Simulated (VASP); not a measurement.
Crystal: Sn.

```
CELL_PARAMETERS angstrom
-2.94014 2.94014 1.59930
2.94014 -2.94014 1.59930
2.94014 2.94014 -1.59930
ATOMIC_POSITIONS crystal
Sn 0.00000 0.00000 0.00000
Sn 0.75000 0.25000 0.50000
```

* Program: VASP 6.6.1
* Task: relaxation of cell and atoms
* Functional: RPBE
* Potentials or basis: VASP PAW PBE potentials, release 64 (Sn_d)
* Cutoff: 600 eV
* k mesh: 9 × 9 × 9
* Occupations: fermi-dirac, width 0.05 eV
* Spin: no spin polarisation

At the start: pressure 2.8 GPa; volume 27.65 Å³/atom.

Q: Where does the relaxation end?

A: Over 3 steps the energy falls by 13.9 meV/atom and the volume is 29.27 Å³/atom (+5.9 %); space group I4_1/amd (No. 141, to 0.1 Å) before and after.

The path:
```
step  energy change (eV)  largest force (eV/Å)  pressure (GPa)  volume (Å³)
   1              0.0000                0.0000            2.85        55.30
   2             -0.0263                0.0000           -0.56        59.33
   3             -0.0277                0.0000           -0.03        58.55
```

Final structure:
```
Sn
1.0
    -2.99965    2.99965    1.62673
     2.99965   -2.99965    1.62673
     2.99965    2.99965   -1.62673
Sn
2
Direct
  0.00000 0.00000 0.00000
  0.75000 0.25000 0.50000
```

Caveat: the PAW data sets were made with another functional, which shifts forces and pressure a little.
